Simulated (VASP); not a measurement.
# Se (P3_121) in VASP: a series of runs

Se is run at these levels: PBE+D3(BJ); tasks: single point.

All numbers are computed with VASP 6.6.1; they aren't measurements. Logs are shortened: lines on timing, memory, paths and dates and some standing lists are left out, and cuts for length are marked.

## Step 1: The cell of the first run

Symmetry: P3_121, No. 152, trigonal system. Conventional cell: a = 4.214 Å, b = 4.214 Å, c = 4.780 Å, α = 90.00°, β = 90.00°, γ = 120.00°. Se (site symmetry 2) has 6 Se at 2.58 to 3.10 Å within 3.4 Å.

## Step 2: Single point, PBE+D3(BJ) (c/a of the conventional cell at fixed volume 1.1344)

The input, INCAR:

```
PREC     = Accurate       # precision mode
ENCUT    = 520            # plane-wave cutoff, eV
EDIFF    = 1E-7           # SCF threshold, eV
ISMEAR   = 0              # smearing method
SIGMA    = 0.05           # smearing width, eV
LREAL    = F              # projectors in reciprocal space
LASPH    = T              # aspherical terms in the spheres
NELM     = 80             # most SCF steps
ALGO     = Normal         # electronic algorithm
ISIF     = 2              # what is computed and relaxed
LWAVE    = F              # write WAVECAR
LCHARG   = T              # write CHGCAR
GGA      = PE             # functional
IVDW     = 12             # dispersion correction
LELF     = T              # ELF
LVHAR    = T            
NBANDS   = 16             # bands
```

The input, KPOINTS:

```
regular mesh
0
Gamma
  9 9 8
```

The input, POSCAR:

```
Se
1.0
    4.2135749463      0.0000000000      0.0000000000
   -2.1067874732      3.6490629443      0.0000000000
    0.0000000000      0.0000000000      4.7798794191
Se
3
Direct
    0.2780715923      0.0000000000      0.3333333333
    0.0000000000      0.2780715923      0.6666666667
    0.7219284077      0.7219284077      0.0000000000
```

Potentials or basis: VASP PAW PBE potentials, release 64 (Se).

On the command line:

```console
$ cat potpaw_PBE.64/Se/POTCAR > POTCAR
$ mpirun -np 1 vasp_std > vasp.out
```

OUTCAR:

```text
PREC = Accurate
   ENCUT = 520
   EDIFF = 1E-7
   ISMEAR = 0
   LREAL = F
   LASPH = T
   NELM = 80
   ISIF = 2
   GGA = PE
   IVDW = 12
 IVDW          = 12

 ion  position               nearest neighbor table
   1  0.278  0.000  0.333-   3 2.58   2 2.58
   2  0.000  0.278  0.667-   3 2.58   1 2.58
   3  0.722  0.722  0.000-   1 2.58   2 2.58

  LATTYP: Found a hexagonal cell.
 ALAT       =     4.2135749463
 C/A-ratio  =     1.1344000000

  Lattice vectors:

 A1 = (   4.2135749463,   0.0000000000,   0.0000000000)
 A2 = (  -2.1067874732,   3.6490629443,   0.0000000000)
 A3 = (   0.0000000000,   0.0000000000,   4.7798794191)

Analysis of symmetry for initial positions (statically):
=====================================================================
 Subroutine PRICEL returns:
 Original cell was already a primitive cell.

 Routine SETGRP: Setting up the symmetry group for a
 hexagonal supercell.

 Subroutine GETGRP returns: Found  6 space group operations
 (whereof  2 operations were pure point group operations)
 out of a pool of 24 trial point group operations.

The static configuration has the point symmetry C_2 .
 The point group associated with its full space group is D_3 .

Analysis of symmetry for dynamics (positions and initial velocities):
=====================================================================
 Subroutine PRICEL returns:
 Original cell was already a primitive cell.

 Routine SETGRP: Setting up the symmetry group for a
 hexagonal supercell.

 Subroutine GETGRP returns: Found  6 space group operations
 (whereof  2 operations were pure point group operations)
 out of a pool of 24 trial point group operations.

The dynamic configuration has the point symmetry C_2 .
 The point group associated with its full space group is D_3 .

 Subroutine INISYM returns: Found  6 space group operations
 (whereof  2 operations are pure point group operations),
 and found     1 'primitive' translations

----------------------------------------------------------------------------------------

                                     Primitive cell

  volume of cell :      73.4935

  direct lattice vectors                    reciprocal lattice vectors
     4.213574946  0.000000000  0.000000000     0.237328163  0.137021479  0.000000000
    -2.106787473  3.649062944  0.000000000     0.000000000  0.274042957  0.000000000
     0.000000000  0.000000000  4.779879419     0.000000000  0.000000000  0.209210298

  length of vectors
     4.213574946  4.213574946  4.779879419     0.274042957  0.274042957  0.209210298

  position of ions in fractional coordinates (direct lattice)
     0.278071592  0.000000000  0.333333333
     0.000000000  0.278071592  0.666666667
     0.721928408  0.721928408  0.000000000

  ion indices of the primitive-cell ions
   primitive index   ion index
                 1           1
                 2           2
                 3           3

----------------------------------------------------------------------------------------

 KPOINTS: regular mesh

Automatic generation of k-mesh.
 Grid dimensions read from file:
 generate k-points for:    9    9    8

 Generating k-lattice:

  Cartesian coordinates                     Fractional coordinates (reciprocal lattice)
     0.026369796  0.015224609  0.000000000     0.111111111 -0.000000000  0.000000000
     0.000000000  0.030449217  0.000000000     0.000000000  0.111111111  0.000000000
     0.000000000  0.000000000  0.026151287     0.000000000  0.000000000  0.125000000

  Length of vectors
     0.030449217  0.030449217  0.026151287

  Shift w.r.t. Gamma in fractional coordinates (k-lattice)
     0.000000000  0.000000000  0.000000000

 Subroutine IBZKPT returns following result:
 ===========================================

 Found     81 irreducible k-points:

 Following reciprocal coordinates:
            Coordinates               Weight
  0.000000  0.000000  0.000000      1.000000
  0.111111 -0.000000  0.000000      6.000000
  0.222222 -0.000000  0.000000      6.000000
  0.333333 -0.000000  0.000000      6.000000
  0.444444 -0.000000  0.000000      6.000000
  0.111111  0.111111  0.000000      6.000000
[... 16 lines left out ...]
  0.222222  0.111111  0.125000     12.000000
 -0.111111  0.333333  0.125000     12.000000
 [... further k-points ...]
   k-points           NKPTS =     81   k-points in BZ     NKDIM =     81   number of bands    NBANDS=     16
   number of dos      NEDOS =    301   number of ions     NIONS =      3
   total plane-waves  NPLWV =  36864
   dimension x,y,z NGX =    32 NGY =   32 NGZ =   36
   dimension x,y,z NGXF=    64 NGYF=   64 NGZF=   72
   ions per type =               3
   NGX,Y,Z   is equivalent  to a cutoff of  12.63, 12.63, 12.52 a.u.
   NGXF,Y,Z  is equivalent  to a cutoff of  25.25, 25.25, 25.04 a.u.
 SYSTEM =  unknown system
   PREC   = accura    normal or accurate (medium, high low for compatibility)
   ISTART =      0    job   : 0-new  1-cont  2-samecut
   ICHARG =      2    charge: 1-file 2-atom 10-const
   ISPIN  =      1    spin polarized calculation?
   LNONCOLLINEAR =      F non collinear calculations
   LSORBIT =      F    spin-orbit coupling
   LASPH  =      T    aspherical Exc in radial PAW
   ENCUT  =  520.0 eV  38.22 Ry    6.18 a.u.   7.83  7.83  8.89*2*pi/ulx,y,z
   NELM   =     80;   NELMIN=  2; NELMDL= -5     # of ELM steps
   EDIFF  = 0.1E-06   stopping-criterion for ELM
   LREAL  =      F    real-space projection
   EDIFFG = 0.1E-05   stopping-criterion for IOM
   NSW    =      0    number of steps for IOM
   IBRION =     -1    ionic relax: 0-MD 1-quasi-New 2-CG
   NFREE  =      0    steps in history (QN), initial steepest desc. (CG)
   ISIF   =      2    stress and relaxation
   ISYM   =      2    0-nonsym 1-usesym 2-fastsym
   POTIM  = 0.5000    time-step for ionic-motion
   TEBEG  =    0.0;   TEEND  =   0.0 temperature during run
   PSTRESS=    0.0 pullay stress
   NELECT =      18.0000    total number of electrons
   NUPDOWN=      -1.0000    fix difference up-down
   EMIN   =  10.00;   EMAX   =-10.00  energy-range for DOS
   EFERMI =   0.00;   METHOD = LEGACY
   ISMEAR =     0;   SIGMA  =   0.05  broadening in eV -4-tet -1-fermi 0-gaus
   EFERMI_NEDOS =   21; number of points for ismear=-14 and -15
   IALGO  =     38    algorithm
   IMIX   =      4    mixing-type and parameters
     AMIX     =   0.40;   BMIX     =  1.00
     AMIX_MAG =   1.60;   BMIX_MAG =  1.00
  volume/ion in A,a.u.               =      24.50       165.32
  Fermi-wavevector in a.u.,A,eV,Ry     =   1.024274  1.935597 14.274368  1.049136
  Thomas-Fermi vector in A             =   2.158052
   LORBIT       =      0    0 simple, 1 ext, 2 COOP (PROOUT), +10 PAW based schemes
   GGA     = PE    functional components
   LHFCALC =     F    Hartree Fock is set to
   AEXX    =    0.0000 exact exchange contribution
   IVDW    =    12    specifies the selected vdW correction
   LEPSILON=     F    determine dielectric tensor
   LRPA    =     F    only Hartree local field effects (RPA)
 non-spin polarized calculation
 Gauss-broadening in eV      SIGMA  =   0.05
  energy-cutoff  :      520.00
  volume of cell :       73.49
 maximum number of plane-waves:      2001
   NGX = 15   NGY = 15   NGZ = 17

 number of electron      17.9999998 magnetization

 Free energy of the ion-electron system (eV)
  ---------------------------------------------------
  ext. energy  EPLUGINS =         0.00000000
  ---------------------------------------------------
  free energy    TOTEN  =       -10.18770633 eV

  energy without entropy =      -10.18645094  energy(sigma->0) =      -10.18707863

 E-fermi :   3.9707     XC(G=0):  -9.4923

 val. band max:        3.9499345811   @ k =   0.4444  -0.0000   0.5000
 cond. band min:       3.9781587525   @ k =   0.0000   0.1111   0.2500
 fundamental gap:      0.0282241715
 Fermi energy:         3.9706582726

 k-point     1 :       0.0000    0.0000    0.0000
  band No.  band energies     occupation
      1     -11.8920      2.00000
      2      -7.9261      2.00000
      3      -7.9261      2.00000
      4      -0.1701      2.00000
      5       0.4140      2.00000
      6       0.4140      2.00000
[... 8 lines left out ...]
     15      10.9942      0.00000
     16      11.7756      0.00000

 k-point     2 :       0.1111   -0.0000    0.0000
  band No.  band energies     occupation
      1     -11.8029      2.00000
      2      -8.0016      2.00000
      3      -7.9363      2.00000
      4      -0.5530      2.00000
      5       0.0169      2.00000
      6       0.1606      2.00000
[... 8 lines left out ...]
     15      11.3745      0.00000
     16      11.7769      0.00000

 k-point     3 :       0.2222   -0.0000    0.0000
  band No.  band energies     occupation
      1     -11.5469      2.00000
      2      -8.2520      2.00000
      3      -7.9574      2.00000
      4      -1.0849      2.00000
      5      -0.4300      2.00000
      6      -0.2239      2.00000
[... 8 lines left out ...]
     15      11.6557      0.00000
     16      12.5459      0.00000

 k-point     4 :       0.3333   -0.0000    0.0000
  band No.  band energies     occupation
      1     -11.1690      2.00000
      2      -8.6692      2.00000
      3      -7.9751      2.00000
      4      -1.2282      2.00000
      5      -0.7758      2.00000
      6      -0.4676      2.00000
[... 8 lines left out ...]
     15      12.2799      0.00000
     16      13.5059      0.00000

 k-point     5 :       0.4444   -0.0000    0.0000
  band No.  band energies     occupation
      1     -10.8118      2.00000
      2      -9.0747      2.00000
      3      -7.9842      2.00000
      4      -1.1016      2.00000
      5      -0.9675      2.00000
      6      -0.4233      2.00000
[... 8 lines left out ...]
     15      13.2454      0.00000
     16      13.5115      0.00000

 k-point     6 :       0.1111    0.1111    0.0000
  band No.  band energies     occupation
      1     -11.6301      2.00000
      2      -8.1426      2.00000
      3      -7.9765      2.00000
      4      -0.9121      2.00000
      5      -0.6156      2.00000
      6       0.2484      2.00000
[... 8 lines left out ...]
     15      11.8333      0.00000
     16      12.2243      0.00000
[... 267 lines left out ...]
 k-point    21 :       0.0000    0.4444    0.1250
  band No.  band energies     occupation
      1     -10.7471      2.00000
      2      -9.1930      2.00000
      3      -7.9163      2.00000
      4      -1.5490      2.00000
      5      -0.8794      2.00000
      6      -0.6638      2.00000
[... 8 lines left out ...]
     15      13.3696      0.00000
     16      13.9103      0.00000

 k-point    22 :       0.1111    0.1111    0.1250
  band No.  band energies     occupation
      1     -11.5586      2.00000
      2      -8.6979      2.00000
      3      -7.4928      2.00000
      4      -0.9427      2.00000
      5      -0.4347      2.00000
      6       0.2162      2.00000
[... 8 lines left out ...]
     15      11.6385      0.00000
     16      12.2687      0.00000

 k-point    23 :       0.2222    0.1111    0.1250
  band No.  band energies     occupation
      1     -11.2470      2.00000
      2      -8.7113      2.00000
      3      -7.8728      2.00000
      4      -1.2103      2.00000
      5      -0.5937      2.00000
      6       0.1324      2.00000
[... 8 lines left out ...]
     15      12.1841      0.00000
     16      12.4391      0.00000

 k-point    24 :      -0.1111    0.3333    0.1250
  band No.  band energies     occupation
      1     -11.2397      2.00000
      2      -8.8256      2.00000
      3      -7.7178      2.00000
      4      -1.5307      2.00000
      5      -0.6113      2.00000
      6      -0.1757      2.00000
[... 8 lines left out ...]
     15      12.9865      0.00000
     16      13.3536      0.00000

 [... further k-points ...]

------------------------ aborting loop because EDIFF is reached ----------------------------------------

 Edisp (eV)   -1.06887

 E8    (eV) :    -0.4415

  FORCE on cell =-STRESS in cart. coord.  units (eV):
  Direction    XX          YY          ZZ          XY          YZ          ZX
  --------------------------------------------------------------------------------------
  -------------------------------------------------------------------------------------
  Total      -2.09415    -2.09415    -0.61854     0.00000     0.00000     0.00000
  in kB     -45.65306   -45.65306   -13.48442     0.00000     0.00000     0.00000
  external pressure =      -34.93 kB  Pullay stress =        0.00 kB

 VOLUME and BASIS-vectors are now :
 -----------------------------------------------------------------------------
  energy-cutoff  :      520.00
  volume of cell :       73.49
      direct lattice vectors                 reciprocal lattice vectors
     4.213574946  0.000000000  0.000000000     0.237328163  0.137021479  0.000000000
    -2.106787473  3.649062944  0.000000000     0.000000000  0.274042957  0.000000000
     0.000000000  0.000000000  4.779879419     0.000000000  0.000000000  0.209210298

 POSITION                                       TOTAL-FORCE (eV/Angst)
 -----------------------------------------------------------------------------------
      1.17168      0.00000      1.59329        -0.698466      0.000000     -0.000000
     -0.58584      1.01470      3.18659         0.349233     -0.604889      0.000000
      1.52095      2.63436      0.00000         0.349233      0.604889      0.000000
 -----------------------------------------------------------------------------------
    total drift:                               -0.000000     -0.000000     -0.000000

  FREE ENERGIE OF THE ION-ELECTRON SYSTEM (eV)
  ---------------------------------------------------
  free  energy   TOTEN  =       -11.2565752047 eV

  energy  without entropy=      -11.2553198204  energy(sigma->0) =      -11.25594751
```

Wall time 46 s (1 thread of AMD EPYC 9R45 (Zen 5), shared host); peak memory 0.2 GiB.

Results:

- Free energy: -11.2566 eV
- Pressure: -3.5 GPa
- Largest force: 0.698 eV/Å
- Band gap on the k mesh: zero (band 9 reaches 4.13 eV, above the bottom of band 10 at 3.64 eV)
- Dispersion energy per atom: -0.356 eV

Forces in eV/Å, atoms in the order of the input:
```
Se  -0.698  0.000  0.000
Se   0.349 -0.605  0.000
Se   0.349  0.605  0.000
```

Caveat: pairwise dispersion overbinds metals, which lowers pressure and volume.

## Step 3: Single point, PBE+D3(BJ) (c/a of the conventional cell at fixed volume 1.0084)

The input, INCAR:

```
SYSTEM = Se
PREC = Accurate
ENCUT = 520
EDIFF = 1E-6
ISMEAR = 0
SIGMA = 0.05
LREAL = .FALSE.
LASPH = .TRUE.
NELM = 100
ALGO = Normal
ISIF = 2
LWAVE = .FALSE.
LCHARG = .FALSE.
GGA = PE
IVDW = 12
NBANDS = 16
```

The input, KPOINTS:

```
regular mesh
0
G
  9 9 8
  0 0 0
```

The input, POSCAR:

```
Se
1.0
    4.3822301585      0.0000000000      0.0000000000
   -2.1911150793      3.7951226425      0.0000000000
    0.0000000000      0.0000000000      4.4190408919
Se
3
Direct
    0.2473450691      0.0000000000      0.3333333333
    0.0000000000      0.2473450691      0.6666666667
    0.7526549309      0.7526549309      0.0000000000
```

Potentials or basis: VASP PAW PBE potentials, release 64 (Se).

On the command line:

```console
$ cat potpaw_PBE.64/Se/POTCAR > POTCAR
$ mpirun -np 1 vasp_std > vasp.out
```

It took 51 s on 1 thread of AMD EPYC 9R45 (Zen 5), shared host; peak memory 0.22 GiB.

It converged, with:

| Quantity | Value |
| --- | --- |
| Free energy | -11.2222 eV |
| Pressure | 3.7 GPa |
| Largest force | 0.308 eV/Å |
| Band gap on the k mesh | 0.04 eV, indirect (least direct gap 1.21 eV) |
| Dispersion energy per atom | -0.355 eV |

Forces in eV/Å, atoms in the order of the input:
```
Se   0.308  0.000  0.000
Se  -0.154  0.266  0.000
Se  -0.154 -0.266  0.000
```

Stress tensor (GPa, compression positive):
```
1.49 0.00 0.00
0.00 1.49 0.00
0.00 0.00 8.08
```

Levels at points of the mesh, in eV from the valence-band top:
```tsv
k point	band 7	band 8	band 9	band 10	band 11	band 12
(0.00, 0.00, 0.00)	-2.74	-2.74	-1.09	1.05	1.77	1.77
(0.00, 0.00, 0.50)	-2.48	-2.48	-1.17	0.04	0.04	0.89
```

 A k mesh can miss the band edges.

[end of part 1 of 2]
